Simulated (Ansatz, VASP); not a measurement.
**SiO2: VASP beside Ansatz**

```
Si O
1.0
     5.03872    0.00000    0.00000
    -2.51936    4.36366    0.00000
     0.00000    0.00000    5.52482
Si O
3 6
Direct
  0.00000 0.50000 0.33333
  0.50000 0.50000 0.66667
  0.50000 0.00000 0.00000
  0.58439 0.79220 0.83333
  0.79220 0.58439 0.50000
  0.79220 0.20780 0.16667
  0.41561 0.20780 0.83333
  0.20780 0.41561 0.50000
  0.20780 0.79220 0.16667
```

Alike in both runs: functional LDA; k mesh 6 × 6 × 4; occupations gaussian, width 0.02 eV; no spin polarisation.

Ansatz relaxed the structure, and its values are those at the end. VASP's run is a single point on that final structure, the one shown.

|  | VASP | Ansatz |
| --- | --- | --- |
| version | VASP 6.6.1 | Ansatz 0.2.0 |
| potentials or method | VASP PAW LDA potentials, release 64 (Si, O), cutoff 520 eV | scalar-relativistic, plane waves, PAW |
| valence electrons in the cell | 48 | 48 |

|  | VASP | Ansatz | Ansatz less VASP |
| --- | --- | --- | --- |
| gap on the k mesh at the Fermi level (eV) | 5.49 | 5.50 | +0.003 |
| least direct gap on the mesh (eV) | 5.68 | 5.68 | -0.001 |
| pressure (GPa) | 0.6 | 0.0 | -0.60 |
| rms of the force components (eV/Å) | 0.004 | 0.000 | -0.0035 |

LDA's correlation is that of Perdew and Zunger in VASP and of Perdew and Wang (1992) in Ansatz.
